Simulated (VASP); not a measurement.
# KBr (Cmmm) in VASP: notebook

KBr is run at these levels: LDA; tasks: single point.

Everything below comes from runs of VASP 6.6.1. Logs are shortened: lines on timing, memory, paths and dates and some standing lists are left out, and cuts for length are marked.

### 1 The cell of the first run

The structure is orthorhombic, space group Cmmm (No. 65). The conventional cell has a = 5.633 Å, b = 5.804 Å, c = 4.043 Å, α = 90.00°, β = 90.00°, γ = 90.00°. Within 4.6 Å of K (site symmetry mmm) lie 8 Br at 3.47 to 3.54 Å and 6 K at 4.04 Å. Within 4.6 Å of Br (site symmetry mmm) lie 8 K at 3.47 to 3.54 Å and 6 Br at 4.04 Å.

### 2 Single point, LDA (strain -0.0300 x Voigt [0, 0, 0, 0, 0, 1])

The input, INCAR:

```
PREC = Accurate
ENCUT = 520
EDIFF = 1E-7
ISMEAR = 0
SIGMA = 0.05
LREAL = False
LASPH = True
NELM = 60
ALGO = Normal
ISIF = 2
LWAVE = False
LCHARG = False
NBANDS = 15
```

The input, KPOINTS:

```
Automatic mesh
0
Gamma
  6 6 6
```

The input, POSCAR:

```
KBr
1.0
    4.0434990000     -0.0606524850      0.0000000000
   -0.0606524850      4.0434990000      0.0000000000
    0.0000000000      0.0000000000      4.0434990000
K Br
1 1
Direct
    0.0000000000      0.0000000000      0.0000000000
    0.5000000000      0.5000000000      0.5000000000
```

Potentials or basis: VASP PAW LDA potentials, release 64 (K_sv, Br).

The run is started by

```bash
> cat potpaw_LDA.64/K_sv/POTCAR potpaw_LDA.64/Br/POTCAR > POTCAR
> mpirun -np 1 vasp_std > vasp.out
```

OUTCAR:

```text
PREC = Accurate
   ENCUT = 520
   EDIFF = 1E-7
   ISMEAR = 0
   LREAL = False
   LASPH = True
   NELM = 60
   ISIF = 2

 ion  position               nearest neighbor table
   1  0.000  0.000  0.000-
   2  0.500  0.500  0.500-

  LATTYP: Found a base centered orthorhombic cell.
 ALAT       =     5.6325955584
 B/A-ratio  =     1.0304568528
 C/A-ratio  =     0.7178749048

  Lattice vectors:

 A1 = (   4.0434990000,  -0.0606524850,   0.0000000000)
 A2 = (  -0.0606524850,   4.0434990000,   0.0000000000)
 A3 = (   0.0000000000,   0.0000000000,   4.0434990000)

Analysis of symmetry for initial positions (statically):
=====================================================================
 Subroutine PRICEL returns:
 Original cell was already a primitive cell.

 Routine SETGRP: Setting up the symmetry group for a
 base centered orthorhombic supercell.

 Subroutine GETGRP returns: Found  8 space group operations
 (whereof  8 operations were pure point group operations)
 out of a pool of  8 trial point group operations.

The static configuration has the point symmetry D_2h.

Analysis of symmetry for dynamics (positions and initial velocities):
=====================================================================
 Subroutine PRICEL returns:
 Original cell was already a primitive cell.

 Routine SETGRP: Setting up the symmetry group for a
 base centered orthorhombic supercell.

 Subroutine GETGRP returns: Found  8 space group operations
 (whereof  8 operations were pure point group operations)
 out of a pool of  8 trial point group operations.

The dynamic configuration has the point symmetry D_2h.

 Subroutine INISYM returns: Found  8 space group operations
 (whereof  8 operations are pure point group operations),
 and found     1 'primitive' translations

----------------------------------------------------------------------------------------

                                     Primitive cell

  volume of cell :      66.0959

  direct lattice vectors                    reciprocal lattice vectors
     4.043499000 -0.060652485  0.000000000     0.247366217  0.003710493  0.000000000
    -0.060652485  4.043499000  0.000000000     0.003710493  0.247366217  0.000000000
     0.000000000  0.000000000  4.043499000     0.000000000  0.000000000  0.247310559

  length of vectors
     4.043953868  4.043953868  4.043499000     0.247394044  0.247394044  0.247310559

  position of ions in fractional coordinates (direct lattice)
     0.000000000  0.000000000  0.000000000
     0.500000000  0.500000000  0.500000000

  ion indices of the primitive-cell ions
   primitive index   ion index
                 1           1
                 2           2

----------------------------------------------------------------------------------------

 KPOINTS: Automatic mesh

Automatic generation of k-mesh.
 Grid dimensions read from file:
 generate k-points for:    6    6    6

 Generating k-lattice:

  Cartesian coordinates                     Fractional coordinates (reciprocal lattice)
     0.041227703  0.000618416  0.000000000     0.166666667  0.000000000  0.000000000
     0.000618416  0.041227703  0.000000000     0.000000000  0.166666667  0.000000000
     0.000000000  0.000000000  0.041218427     0.000000000  0.000000000  0.166666667

  Length of vectors
     0.041232341  0.041232341  0.041218427

  Shift w.r.t. Gamma in fractional coordinates (k-lattice)
     0.000000000  0.000000000  0.000000000

 Subroutine IBZKPT returns following result:
 ===========================================

 Found     52 irreducible k-points:

 Following reciprocal coordinates:
            Coordinates               Weight
  0.000000  0.000000  0.000000      1.000000
  0.166667  0.000000  0.000000      4.000000
  0.333333 -0.000000  0.000000      4.000000
  0.500000  0.000000  0.000000      2.000000
  0.166667  0.166667  0.000000      2.000000
  0.333333  0.166667  0.000000      4.000000
[... 16 lines left out ...]
  0.333333  0.333333  0.166667      4.000000
  0.500000  0.333333  0.166667      8.000000
 [... further k-points ...]
   k-points           NKPTS =     52   k-points in BZ     NKDIM =     52   number of bands    NBANDS=     15
   number of dos      NEDOS =    301   number of ions     NIONS =      2
   total plane-waves  NPLWV =  27000
   dimension x,y,z NGX =    30 NGY =   30 NGZ =   30
   dimension x,y,z NGXF=    60 NGYF=   60 NGZF=   60
   ions per type =               1   1
   NGX,Y,Z   is equivalent  to a cutoff of  12.33, 12.33, 12.33 a.u.
   NGXF,Y,Z  is equivalent  to a cutoff of  24.67, 24.67, 24.67 a.u.
 SYSTEM =  unknown system
   PREC   = accura    normal or accurate (medium, high low for compatibility)
   ISTART =      0    job   : 0-new  1-cont  2-samecut
   ICHARG =      2    charge: 1-file 2-atom 10-const
   ISPIN  =      1    spin polarized calculation?
   LNONCOLLINEAR =      F non collinear calculations
   LSORBIT =      F    spin-orbit coupling
   LASPH  =      T    aspherical Exc in radial PAW
   ENCUT  =  520.0 eV  38.22 Ry    6.18 a.u.   7.52  7.52  7.52*2*pi/ulx,y,z
   NELM   =     60;   NELMIN=  2; NELMDL= -5     # of ELM steps
   EDIFF  = 0.1E-06   stopping-criterion for ELM
   LREAL  =      F    real-space projection
   EDIFFG = 0.1E-05   stopping-criterion for IOM
   NSW    =      0    number of steps for IOM
   IBRION =     -1    ionic relax: 0-MD 1-quasi-New 2-CG
   NFREE  =      0    steps in history (QN), initial steepest desc. (CG)
   ISIF   =      2    stress and relaxation
   ISYM   =      2    0-nonsym 1-usesym 2-fastsym
   POTIM  = 0.5000    time-step for ionic-motion
   TEBEG  =    0.0;   TEEND  =   0.0 temperature during run
   PSTRESS=    0.0 pullay stress
   NELECT =      16.0000    total number of electrons
   NUPDOWN=      -1.0000    fix difference up-down
   EMIN   =  10.00;   EMAX   =-10.00  energy-range for DOS
   EFERMI =   0.00;   METHOD = LEGACY
   ISMEAR =     0;   SIGMA  =   0.05  broadening in eV -4-tet -1-fermi 0-gaus
   EFERMI_NEDOS =   21; number of points for ismear=-14 and -15
   IALGO  =     38    algorithm
   IMIX   =      4    mixing-type and parameters
     AMIX     =   0.40;   BMIX     =  1.00
     AMIX_MAG =   1.60;   BMIX_MAG =  1.00
  volume/ion in A,a.u.               =      33.05       223.02
  Fermi-wavevector in a.u.,A,eV,Ry     =   1.020289  1.928067 14.163536  1.040991
  Thomas-Fermi vector in A             =   2.153851
   LORBIT       =      0    0 simple, 1 ext, 2 COOP (PROOUT), +10 PAW based schemes
   GGA     = CA    functional components
   LHFCALC =     F    Hartree Fock is set to
   AEXX    =    0.0000 exact exchange contribution
   IVDW    =     0    specifies the selected vdW correction
   LEPSILON=     F    determine dielectric tensor
   LRPA    =     F    only Hartree local field effects (RPA)
 non-spin polarized calculation
 Gauss-broadening in eV      SIGMA  =   0.05
  energy-cutoff  :      520.00
  volume of cell :       66.10
 maximum number of plane-waves:      1801
   NGX = 15   NGY = 15   NGZ = 15

 number of electron      15.9999999 magnetization

 Free energy of the ion-electron system (eV)
  ---------------------------------------------------
  ext. energy  EPLUGINS =         0.00000000
  ---------------------------------------------------
  free energy    TOTEN  =        -6.68455278 eV

  energy without entropy =       -6.68455278  energy(sigma->0) =       -6.68455278

 E-fermi :  -0.6171     XC(G=0):  -8.3176

 val. band max:       -0.9280245687   @ k =   0.5000   0.5000   0.0000
 cond. band min:       2.5561309676   @ k =   0.0000   0.0000   0.0000
 fundamental gap:      3.4841555363
 Fermi energy:        -0.6171190142

 k-point     1 :       0.0000    0.0000    0.0000
  band No.  band energies     occupation
      1     -29.1981      2.00000
      2     -13.7381      2.00000
      3     -12.8566      2.00000
      4     -12.8558      2.00000
      5     -12.8557      2.00000
      6      -1.2172      2.00000
      7      -1.1966      2.00000
      8      -1.1743      2.00000
      9       2.5561      0.00000
     10       4.6526      0.00000
     11       4.6583      0.00000
     12       8.5035      0.00000
     13       8.5677      0.00000
     14       8.6628      0.00000
     15      11.2968      0.00000

 k-point     2 :       0.1667    0.0000    0.0000
  band No.  band energies     occupation
      1     -29.1953      2.00000
      2     -13.7737      2.00000
      3     -12.8515      2.00000
      4     -12.8506      2.00000
      5     -12.8168      2.00000
      6      -1.7713      2.00000
      7      -1.1904      2.00000
      8      -1.1892      2.00000
      9       3.1992      0.00000
     10       4.8658      0.00000
     11       5.2166      0.00000
     12       8.4791      0.00000
     13       8.4793      0.00000
     14       8.7095      0.00000
     15      10.3000      0.00000

 k-point     3 :       0.3333   -0.0000    0.0000
  band No.  band energies     occupation
      1     -29.1898      2.00000
      2     -13.8438      2.00000
      3     -12.8425      2.00000
      4     -12.8402      2.00000
      5     -12.7357      2.00000
      6      -2.6096      2.00000
      7      -1.1787      2.00000
      8      -1.1787      2.00000
      9       4.3934      0.00000
     10       5.4523      0.00000
     11       6.2401      0.00000
     12       8.4172      0.00000
     13       8.4479      0.00000
     14       8.7162      0.00000
     15       8.9571      0.00000
[... 343 lines left out ...]
 k-point    23 :       0.3333    0.3333    0.1667
  band No.  band energies     occupation
      1     -29.1793      2.00000
      2     -13.6437      2.00000
      3     -12.9669      2.00000
      4     -12.8717      2.00000
      5     -12.8167      2.00000
      6      -2.2754      2.00000
      7      -2.1401      2.00000
      8      -1.4562      2.00000
      9       5.1036      0.00000
     10       6.0393      0.00000
     11       6.6803      0.00000
     12       6.8657      0.00000
     13       7.8003      0.00000
     14       8.1825      0.00000
     15      10.1962      0.00000

 k-point    24 :       0.5000    0.3333    0.1667
  band No.  band energies     occupation
      1     -29.1768      2.00000
      2     -13.5764      2.00000
      3     -12.9607      2.00000
      4     -12.9096      2.00000
      5     -12.8615      2.00000
      6      -2.4793      2.00000
      7      -2.0991      2.00000
      8      -1.4098      2.00000
      9       4.7826      0.00000
     10       6.1025      0.00000
     11       6.5104      0.00000
     12       7.0454      0.00000
     13       8.1468      0.00000
     14       8.3875      0.00000
     15       9.9209      0.00000

 [... further k-points ...]

------------------------ aborting loop because EDIFF is reached ----------------------------------------

  FORCE on cell =-STRESS in cart. coord.  units (eV):
  Direction    XX          YY          ZZ          XY          YZ          ZX
  --------------------------------------------------------------------------------------
  -------------------------------------------------------------------------------------
  Total       -1.0669421     -1.0669421     -1.0673748      0.0148898      0.0000000      0.0000000
  in kB      -25.8628963    -25.8628963    -25.8733843      0.3609323      0.0000000      0.0000000
  external PRESSURE =     -25.8663923 kB  Pullay stress =       0.0000000 kB

 VOLUME and BASIS-vectors are now :
 -----------------------------------------------------------------------------
  energy-cutoff  :      520.00
  volume of cell :       66.10
      direct lattice vectors                 reciprocal lattice vectors
     4.043499000 -0.060652485  0.000000000     0.247366217  0.003710493  0.000000000
    -0.060652485  4.043499000  0.000000000     0.003710493  0.247366217  0.000000000
     0.000000000  0.000000000  4.043499000     0.000000000  0.000000000  0.247310559

 POSITION                                       TOTAL-FORCE (eV/Angst)
 -----------------------------------------------------------------------------------
      0.00000      0.00000      0.00000        -0.000000      0.000000      0.000000
      1.99142      1.99142      2.02175         0.000000      0.000000      0.000000
 -----------------------------------------------------------------------------------
    total drift:                               -0.000000      0.000000     -0.000000

  FREE ENERGIE OF THE ION-ELECTRON SYSTEM (eV)
  ---------------------------------------------------
  free  energy   TOTEN  =        -6.6845527780 eV

  energy  without entropy=       -6.6845527780  energy(sigma->0) =       -6.68455278
```

Wall time 30 s (1 thread of AMD EPYC 7R13 (Zen 3), shared host); peak memory 0.15 GiB.

Results:

```yaml
Free_energy: -6.6846 eV
Pressure: -2.6 GPa
Band_gap_on_the_k_mesh: 3.48 eV, indirect (least direct gap 3.73 eV)
```

Caveat: the cell differs from its parent crystal (strain -0.0300 x Voigt [0, 0, 0, 0, 0, 1]). A k mesh can miss the band edges.

### 3 Single point, LDA (strain +0.0225 x Voigt [0, 0, 0, 0, 0, 1])

The input, INCAR:

```
SYSTEM = KBr
  ALGO = Normal
  EDIFF = 1E-7
  ENCUT = 520
  GGA = CA
  ISIF = 2
  ISMEAR = 0
  LASPH = .True.
  LCHARG = .True.
  LELF = .True.
  LREAL = .False.
  LVHAR = .True.
  LWAVE = .False.
  NBANDS = 15
  NELM = 100
  PREC = Accurate
  SIGMA = 0.05
```

The input, KPOINTS:

```
k-points
0
Gamma
  6 6 6
  0 0 0
```

The input, POSCAR:

```
KBr
1.0
    4.0434990000      0.0454893638      0.0000000000
    0.0454893638      4.0434990000      0.0000000000
    0.0000000000      0.0000000000      4.0434990000
K Br
1 1
Direct
    0.0000000000      0.0000000000      0.0000000000
    0.5000000000      0.5000000000      0.5000000000
```

Potentials or basis: VASP PAW LDA potentials, release 64 (K_sv, Br).

The run is started by

```bash
> cat potpaw_LDA.64/K_sv/POTCAR potpaw_LDA.64/Br/POTCAR > POTCAR
> mpirun -np 1 vasp_std > vasp.out
```

Wall time 29 s (1 thread of AMD EPYC 7R13 (Zen 3), shared host); peak memory 0.15 GiB.

Results (log left out):

```
Free energy            : -6.6845 eV
Pressure               : -2.6 GPa
Band gap on the k mesh : 3.48 eV, indirect (least direct gap 3.74 eV)
```

Levels at points of the mesh, in eV from the valence-band top:
```csv
k point,band 4,band 5,band 6,band 7,band 8,band 9,band 10,band 11,band 12,band 13
"(0.00, 0.00, 0.00)",-11.93,-11.93,-0.28,-0.27,-0.25,3.48,5.58,5.58,9.45,9.50
"(0.50, 0.00, 0.00)",-11.91,-11.77,-2.02,-0.24,-0.24,6.15,6.90,7.36,8.71,9.47
"(0.50, 0.50, 0.00)",-12.08,-11.89,-1.44,-1.40,0.00,4.91,6.24,7.84,7.86,9.82
"(0.00, 0.00, 0.50)",-11.91,-11.77,-2.02,-0.28,-0.21,6.15,6.90,7.35,8.71,9.38
"(0.50, 0.00, 0.50)",-12.08,-11.89,-1.42,-1.42,0.00,4.91,6.23,7.85,7.86,9.91
"(0.50, 0.50, 0.50)",-12.04,-12.04,-1.47,-1.46,-1.46,7.01,7.11,7.21,9.11,9.20
```

Caveat: the cell differs from its parent crystal (strain +0.0225 x Voigt [0, 0, 0, 0, 0, 1]). A k mesh can miss the band edges.
